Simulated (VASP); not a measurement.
# Nb4H in VASP: notebook

The runs below take Nb4H through single point, with PBE.

Program: VASP 6.6.1. These are calculated values, not measurements. Logs are shortened: lines on timing, memory, paths and dates and some standing lists are left out, and cuts for length are marked.

## 1. The cell of the first run

The cell holds a slab with vacuum, 5 atoms: a = 2.983 Å, b = 4.218 Å, c = 19.813 Å, α = 90.00°, β = 90.00°, γ = 90.00°.

## 2. Single point, PBE

The input, INCAR:

```
SYSTEM = Nb4H
PREC = Accurate ; ENCUT = 520
EDIFF = 1E-6 ; ISMEAR = 0
SIGMA = 0.1 ; LREAL = .False.
LASPH = .True. ; NELM = 80
ALGO = Normal ; ISIF = 2
LWAVE = .False. ; LCHARG = .False.
LDIPOL = .True. ; IDIPOL = 3
DIPOL = 0.5 0.5 0.341 ; GGA = PE
NBANDS = 34
```

The input, KPOINTS:

```
Automatic mesh
0
Gamma
  9 6 1
  0 0 0
```

The input, POSCAR:

```
Nb4H
1.0
    2.9829001615      0.0000000000      0.0000000000
    0.0000000000      4.2184578637      0.0000000000
    0.0000000000      0.0000000000     19.8127690725
Nb H
4 1
Direct
    0.5000000000      0.5000000000      0.2018900026
    0.0000000000      0.0000000000      0.2771672178
    0.5000000000      0.5000000000      0.3569599732
    0.0000000000      0.0000000000      0.4195662425
    0.3333333333      0.5000000000      0.4511033066
```

Potentials or basis: VASP PAW PBE potentials, release 64 (Nb_sv, H).

Run with:

```
$ cat potpaw_PBE.64/Nb_sv/POTCAR potpaw_PBE.64/H/POTCAR > POTCAR
$ mpirun -np 1 vasp_std > vasp.out
```

OUTCAR:

```text
SYSTEM = Nb4H
   PREC = Accurate
   ENCUT = 520
   EDIFF = 1E-6
   ISMEAR = 0
   LREAL = .False.
   LASPH = .True.
   NELM = 80
   ISIF = 2
   GGA = PE

 ion  position               nearest neighbor table
   1  0.500  0.500  0.202-   2 2.98   2 2.98   2 2.98   2 2.98
   2  0.000  0.000  0.277-   4 2.82   1 2.98   1 2.98   1 2.98   1 2.98   3 3.03   3 3.03   3 3.03
                             3 3.03
   3  0.500  0.500  0.357-   5 1.93   4 2.87   4 2.87   4 2.87   4 2.87   2 3.03   2 3.03   2 3.03
                             2 3.03
   4  0.000  0.000  0.420-   2 2.82   3 2.87   3 2.87   3 2.87   3 2.87
   5  0.333  0.500  0.451-   3 1.93

  LATTYP: Found a simple orthorhombic cell.
 ALAT       =     2.9829001615
 B/A-ratio  =     1.4142135624
 C/A-ratio  =     6.6421160615

  Lattice vectors:

 A1 = (   2.9829001615,   0.0000000000,   0.0000000000)
 A2 = (   0.0000000000,   4.2184578637,   0.0000000000)
 A3 = (   0.0000000000,   0.0000000000,  19.8127690725)

Analysis of symmetry for initial positions (statically):
=====================================================================
 Subroutine PRICEL returns:
 Original cell was already a primitive cell.

 Routine SETGRP: Setting up the symmetry group for a
 simple orthorhombic supercell.

 Subroutine GETGRP returns: Found  2 space group operations
 (whereof  2 operations were pure point group operations)
 out of a pool of  8 trial point group operations.

The static configuration has the point symmetry C_1h.

Analysis of symmetry for dynamics (positions and initial velocities):
=====================================================================
 Subroutine PRICEL returns:
 Original cell was already a primitive cell.

 Routine SETGRP: Setting up the symmetry group for a
 simple orthorhombic supercell.

 Subroutine GETGRP returns: Found  2 space group operations
 (whereof  2 operations were pure point group operations)
 out of a pool of  8 trial point group operations.

The dynamic configuration has the point symmetry C_1h.

 Subroutine INISYM returns: Found  2 space group operations
 (whereof  2 operations are pure point group operations),
 and found     1 'primitive' translations

----------------------------------------------------------------------------------------

                                     Primitive cell

  volume of cell :     249.3088

  direct lattice vectors                    reciprocal lattice vectors
     2.982900161  0.000000000  0.000000000     0.335244207  0.000000000  0.000000000
     0.000000000  4.218457864  0.000000000     0.000000000  0.237053452  0.000000000
     0.000000000  0.000000000 19.812769073     0.000000000  0.000000000  0.050472501

  length of vectors
     2.982900161  4.218457864 19.812769073     0.335244207  0.237053452  0.050472501

  position of ions in fractional coordinates (direct lattice)
     0.500000000  0.500000000  0.201890003
     0.000000000  0.000000000  0.277167218
     0.500000000  0.500000000  0.356959973
     0.000000000  0.000000000  0.419566242
     0.333333333  0.500000000  0.451103307

  ion indices of the primitive-cell ions
   primitive index   ion index
                 1           1
                 2           2
                 3           3
                 4           4
                 5           5

----------------------------------------------------------------------------------------

 KPOINTS: Automatic mesh

Automatic generation of k-mesh.
 Grid dimensions read from file:
 generate k-points for:    9    6    1

 Generating k-lattice:

  Cartesian coordinates                     Fractional coordinates (reciprocal lattice)
     0.037249356  0.000000000  0.000000000     0.111111111  0.000000000  0.000000000
     0.000000000  0.039508909  0.000000000     0.000000000  0.166666667  0.000000000
     0.000000000  0.000000000  0.050472501     0.000000000  0.000000000  1.000000000

  Length of vectors
     0.037249356  0.039508909  0.050472501

  Shift w.r.t. Gamma in fractional coordinates (k-lattice)
     0.000000000  0.000000000  0.000000000

 Subroutine IBZKPT returns following result:
 ===========================================

 Found     20 irreducible k-points:

 Following reciprocal coordinates:
            Coordinates               Weight
  0.000000  0.000000  0.000000      1.000000
  0.111111  0.000000  0.000000      2.000000
  0.222222  0.000000  0.000000      2.000000
  0.333333  0.000000  0.000000      2.000000
  0.444444  0.000000  0.000000      2.000000
  0.000000  0.166667  0.000000      2.000000
[... 12 lines left out ...]
  0.333333  0.500000  0.000000      2.000000
  0.444444  0.500000  0.000000      2.000000
   k-points           NKPTS =     20   k-points in BZ     NKDIM =     20   number of bands    NBANDS=     34
   number of dos      NEDOS =    301   number of ions     NIONS =      5
   total plane-waves  NPLWV = 115200
   dimension x,y,z NGX =    24 NGY =   32 NGZ =  150
   dimension x,y,z NGXF=    48 NGYF=   64 NGZF=  300
   ions per type =               4   1
   NGX,Y,Z   is equivalent  to a cutoff of  13.38, 12.61, 12.59 a.u.
   NGXF,Y,Z  is equivalent  to a cutoff of  26.75, 25.22, 25.17 a.u.
 SYSTEM =  Nb4H
   PREC   = accura    normal or accurate (medium, high low for compatibility)
   ISTART =      0    job   : 0-new  1-cont  2-samecut
   ICHARG =      2    charge: 1-file 2-atom 10-const
   ISPIN  =      1    spin polarized calculation?
   LNONCOLLINEAR =      F non collinear calculations
   LSORBIT =      F    spin-orbit coupling
   LASPH  =      T    aspherical Exc in radial PAW
   ENCUT  =  520.0 eV  38.22 Ry    6.18 a.u.   5.55  7.84 36.84*2*pi/ulx,y,z
   NELM   =     80;   NELMIN=  2; NELMDL= -5     # of ELM steps
   EDIFF  = 0.1E-05   stopping-criterion for ELM
   LREAL  =      F    real-space projection
   EDIFFG = 0.1E-04   stopping-criterion for IOM
   NSW    =      0    number of steps for IOM
   IBRION =     -1    ionic relax: 0-MD 1-quasi-New 2-CG
   NFREE  =      0    steps in history (QN), initial steepest desc. (CG)
   ISIF   =      2    stress and relaxation
   ISYM   =      2    0-nonsym 1-usesym 2-fastsym
   POTIM  = 0.5000    time-step for ionic-motion
   TEBEG  =    0.0;   TEEND  =   0.0 temperature during run
   PSTRESS=    0.0 pullay stress
   NELECT =      53.0000    total number of electrons
   NUPDOWN=      -1.0000    fix difference up-down
   EMIN   =  10.00;   EMAX   =-10.00  energy-range for DOS
   EFERMI =   0.00;   METHOD = LEGACY
   ISMEAR =     0;   SIGMA  =   0.10  broadening in eV -4-tet -1-fermi 0-gaus
   EFERMI_NEDOS =   21; number of points for ismear=-14 and -15
   IALGO  =     38    algorithm
   IMIX   =      4    mixing-type and parameters
     AMIX     =   0.40;   BMIX     =  1.00
     AMIX_MAG =   1.60;   BMIX_MAG =  1.00
  volume/ion in A,a.u.               =      49.86       336.48
  Fermi-wavevector in a.u.,A,eV,Ry     =   0.977059  1.846374 12.988732  0.954645
  Thomas-Fermi vector in A             =   2.107727
   LORBIT       =      0    0 simple, 1 ext, 2 COOP (PROOUT), +10 PAW based schemes
   GGA     = PE    functional components
   LHFCALC =     F    Hartree Fock is set to
   AEXX    =    0.0000 exact exchange contribution
   IVDW    =     0    specifies the selected vdW correction
   LEPSILON=     F    determine dielectric tensor
   LRPA    =     F    only Hartree local field effects (RPA)
 non-spin polarized calculation
 Gauss-broadening in eV      SIGMA  =   0.10
  energy-cutoff  :      520.00
  volume of cell :      249.31
 maximum number of plane-waves:      6753
 NGX is ok and might be reduce to    24
   NGX = 11   NGY = 15   NGZ = 73

 dipolmoment           0.000000      0.000000     -0.002269 electrons x Angstroem

 number of electron      53.0000006 magnetization

 dipolmoment           0.000000      0.000000      0.004980 electrons x Angstroem

 Free energy of the ion-electron system (eV)
  ---------------------------------------------------
  ext. energy  EPLUGINS =         0.00000000
  ---------------------------------------------------
  free energy    TOTEN  =       -39.82319790 eV

  energy without entropy =      -39.79329215  energy(sigma->0) =      -39.80824503

 E-fermi :   0.9548     XC(G=0):  -4.9019

 val. band max:        0.9323055806   @ k =   0.1111   0.5000   0.0000
 cond. band min:       0.9821628122   @ k =   0.0000   0.5000   0.0000
 fundamental gap:      0.0498572316
 Fermi energy:         0.9548458079

 k-point     1 :       0.0000    0.0000    0.0000
  band No.  band energies     occupation
      1     -54.0427      2.00000
      2     -54.0074      2.00000
      3     -53.7552      2.00000
      4     -53.5505      2.00000
      5     -30.4115      2.00000
      6     -30.3022      2.00000
[... 26 lines left out ...]
     33       2.7487      0.00000
     34       3.0451      0.00000

 k-point     2 :       0.1111    0.0000    0.0000
  band No.  band energies     occupation
      1     -54.0322      2.00000
      2     -53.9988      2.00000
      3     -53.7489      2.00000
      4     -53.5465      2.00000
      5     -30.3771      2.00000
      6     -30.3016      2.00000
[... 26 lines left out ...]
     33       2.9055      0.00000
     34       2.9813      0.00000

 k-point     3 :       0.2222    0.0000    0.0000
  band No.  band energies     occupation
      1     -54.0051      2.00000
      2     -53.9768      2.00000
      3     -53.7329      2.00000
      4     -53.5367      2.00000
      5     -30.3110      2.00000
      6     -30.2814      2.00000
[... 26 lines left out ...]
     33       3.0704      0.00000
     34       3.2212      0.00000
[... 556 lines left out ...]
 k-point    19 :       0.3333    0.5000    0.0000
  band No.  band energies     occupation
      1     -53.9651      2.00000
      2     -53.9483      2.00000
      3     -53.7162      2.00000
      4     -53.5341      2.00000
      5     -30.4034      2.00000
      6     -30.3437      2.00000
[... 26 lines left out ...]
     33       2.9151      0.00000
     34       3.0357      0.00000

 k-point    20 :       0.4444    0.5000    0.0000
  band No.  band energies     occupation
      1     -53.9508      2.00000
      2     -53.9344      2.00000
      3     -53.7021      2.00000
      4     -53.5196      2.00000
      5     -30.5040      2.00000
      6     -30.4397      2.00000
[... 26 lines left out ...]
     33       3.0382      0.00000
     34       3.4521      0.00000

------------------------ aborting loop because EDIFF is reached ----------------------------------------

 vacuum level on the upper side and lower side of the slab       (xc-potential included)        -0.133        -0.223

  FORCE on cell =-STRESS in cart. coord.  units (eV):
  Direction    XX          YY          ZZ          XY          YZ          ZX
  --------------------------------------------------------------------------------------
  -------------------------------------------------------------------------------------
  Total       -5.2986919     -5.9108194     -1.5626539      0.0000000      0.0000000      0.5175603
  in kB      -34.0519229    -37.9857461    -10.0423598      0.0000000      0.0000000      3.3260895
  external PRESSURE =     -27.3600096 kB  Pullay stress =       0.0000000 kB

 VOLUME and BASIS-vectors are now :
 -----------------------------------------------------------------------------
  energy-cutoff  :      520.00
  volume of cell :      249.31
      direct lattice vectors                 reciprocal lattice vectors
     2.982900161  0.000000000  0.000000000     0.335244207  0.000000000  0.000000000
     0.000000000  4.218457864  0.000000000     0.000000000  0.237053452  0.000000000
     0.000000000  0.000000000 19.812769073     0.000000000  0.000000000  0.050472501

 POSITION                                       TOTAL-FORCE (eV/Angst)
 -----------------------------------------------------------------------------------
      1.49145      2.10923      4.00000        -0.096164      0.000000      1.165630
      0.00000      0.00000      5.49145         0.107436      0.000000     -1.067744
      1.49145      2.10923      7.07237        -0.405681      0.000000     -0.406370
      0.00000      0.00000      8.31277         0.549792      0.000000      0.296868
      0.99430      2.10923      8.93761        -0.155383      0.000000      0.011615
 -----------------------------------------------------------------------------------
    total drift:                               -0.000020      0.000000      0.000858

  FREE ENERGIE OF THE ION-ELECTRON SYSTEM (eV)
  ---------------------------------------------------
  free  energy   TOTEN  =       -39.8231978979 eV

  energy  without entropy=      -39.7932921548  energy(sigma->0) =      -39.80824503

 vacuum level on the upper side and lower side of the slab         4.455         4.345
```

Wall time 2.2 min (1 thread of Intel Xeon 6975P-C (Granite Rapids), shared host); peak memory 0.39 GiB.

Results:

```
Free energy   : -39.8232 eV
Largest force : 1.170 eV/Å
```

Forces on the atoms (eV/Å):
```
Nb  -0.096  0.000  1.166
Nb   0.107  0.000 -1.068
Nb  -0.406  0.000 -0.406
Nb   0.550  0.000  0.297
H   -0.155  0.000  0.012
```

## 3. Single point, PBE

The input, INCAR:

```
SYSTEM = Nb4H
PREC = Accurate
ENCUT = 520
EDIFF = 1E-6
ISMEAR = 0
SIGMA = 0.1
LREAL = .FALSE.
LASPH = .TRUE.
NELM = 100
ALGO = Normal
ISIF = 2
LWAVE = .FALSE.
LCHARG = .FALSE.
LDIPOL = .TRUE.
IDIPOL = 3
DIPOL = 0.5 0.5 0.342
GGA = PE
NBANDS = 34
```

The input, KPOINTS:

```
regular mesh
0
G
  9 6 1
  0 0 0
```

POSCAR, as its differences from that of step 2:

```diff
@@ -12,2 +12,2 @@
     0.0000000000      0.0000000000      0.4195662425
-    0.3333333333      0.5000000000      0.4511033066
+    0.5000000000      0.4000000000      0.4528783653
```

Potentials or basis: VASP PAW PBE potentials, release 64 (Nb_sv, H).

Run with:

```
$ cat potpaw_PBE.64/Nb_sv/POTCAR potpaw_PBE.64/H/POTCAR > POTCAR
$ mpirun -np 1 vasp_std > vasp.out
```

OUTCAR:

```text
SYSTEM = Nb4H
   PREC = Accurate
   ENCUT = 520
   EDIFF = 1E-6
   ISMEAR = 0
   LREAL = .FALSE.
   LASPH = .TRUE.
   NELM = 100
   ISIF = 2
   GGA = PE

 ion  position               nearest neighbor table
   1  0.500  0.500  0.202-   2 2.98   2 2.98   2 2.98   2 2.98
   2  0.000  0.000  0.277-   4 2.82   1 2.98   1 2.98   1 2.98   1 2.98   3 3.03   3 3.03   3 3.03
                             3 3.03
   3  0.500  0.500  0.357-   5 1.95   4 2.87   4 2.87   4 2.87   4 2.87   2 3.03   2 3.03   2 3.03
                             2 3.03
   4  0.000  0.000  0.420-   2 2.82   3 2.87   3 2.87   3 2.87   3 2.87
   5  0.500  0.400  0.453-   3 1.95
[... 947 lines left out ...]
  Total       -5.4631958     -5.5112508     -1.5011623      0.0000000     -0.4969377      0.0000000
  in kB      -35.1091034    -35.4179278     -9.6471853      0.0000000     -3.1935587      0.0000000
  external PRESSURE =     -26.7247388 kB  Pullay stress =       0.0000000 kB

 VOLUME and BASIS-vectors are now :
 -----------------------------------------------------------------------------
  energy-cutoff  :      520.00
  volume of cell :      249.31
      direct lattice vectors                 reciprocal lattice vectors
     2.982900161  0.000000000  0.000000000     0.335244207  0.000000000  0.000000000
     0.000000000  4.218457864  0.000000000     0.000000000  0.237053452  0.000000000
     0.000000000  0.000000000 19.812769073     0.000000000  0.000000000  0.050472501

 POSITION                                       TOTAL-FORCE (eV/Angst)
 -----------------------------------------------------------------------------------
      1.49145      2.10923      4.00000         0.000000      0.050570      1.137909
      0.00000      0.00000      5.49145         0.000000     -0.056081     -1.038387
      1.49145      2.10923      7.07237         0.000000      0.037428     -0.432899
      0.00000      0.00000      8.31277         0.000000      0.559502      0.334626
      1.49145      1.68738      8.97277         0.000000     -0.591420     -0.001249
 -----------------------------------------------------------------------------------
    total drift:                                0.000000      0.000010      0.000805

  FREE ENERGIE OF THE ION-ELECTRON SYSTEM (eV)
  ---------------------------------------------------
  free  energy   TOTEN  =       -39.9359268777 eV

  energy  without entropy=      -39.9032357299  energy(sigma->0) =      -39.91958130

 vacuum level on the upper side and lower side of the slab         4.472         4.341
```

OSZICAR:

```text
N       E                     dE             d eps       ncg     rms          rms(c)
DAV:   1     0.543559103036E+03    0.54356E+03   -0.28882E+04  1728   0.136E+03
DAV:   2     0.118055394730E+02   -0.53175E+03   -0.51956E+03  1800   0.533E+02
DAV:   3    -0.387290912813E+02   -0.50535E+02   -0.49583E+02  2152   0.106E+02
[... 17 lines left out ...]
DAV:  21    -0.399358269566E+02   -0.54689E-04   -0.98431E-06  1456   0.130E-02    0.730E-03
DAV:  22    -0.399358792066E+02   -0.52250E-04   -0.61539E-06  1504   0.119E-02    0.375E-03
DAV:  23    -0.399359110823E+02   -0.31876E-04   -0.25577E-06  1224   0.530E-03    0.187E-03
DAV:  24    -0.399359237839E+02   -0.12702E-04   -0.10711E-06  1126   0.390E-03    0.107E-03
DAV:  25    -0.399359263495E+02   -0.25656E-05   -0.35391E-07  1008   0.361E-03    0.525E-04
DAV:  26    -0.399359268777E+02   -0.52821E-06   -0.15436E-07   884   0.258E-03
   1 F= -.39935927E+02 E0= -.39919581E+02  d E =-.326911E-01
```

stdout:

```text
POSCAR found type information on POSCAR NbH
 POSCAR found :  2 types and       5 ions
 scaLAPACK will be used
 LDA part: xc-table for (Slater+PW92), standard interpolation
 POSCAR, INCAR and KPOINTS ok, starting setup
 FFT: planning ... GRIDC
 FFT: planning ... GRID_SOFT
 FFT: planning ... GRID
 WAVECAR not read
 entering main loop
```

Run time: 2.9 min. Hardware: 1 thread of Intel Xeon 6975P-C (Granite Rapids), shared host; peak memory 0.39 GiB.

Results:

```yaml
Free_energy: -39.9359 eV
Largest_force: 1.139 eV/Å
```

Forces on the atoms (eV/Å):
```
Nb   0.000  0.051  1.138
Nb   0.000 -0.056 -1.038
Nb   0.000  0.037 -0.433
Nb   0.000  0.560  0.335
H    0.000 -0.591 -0.001
```
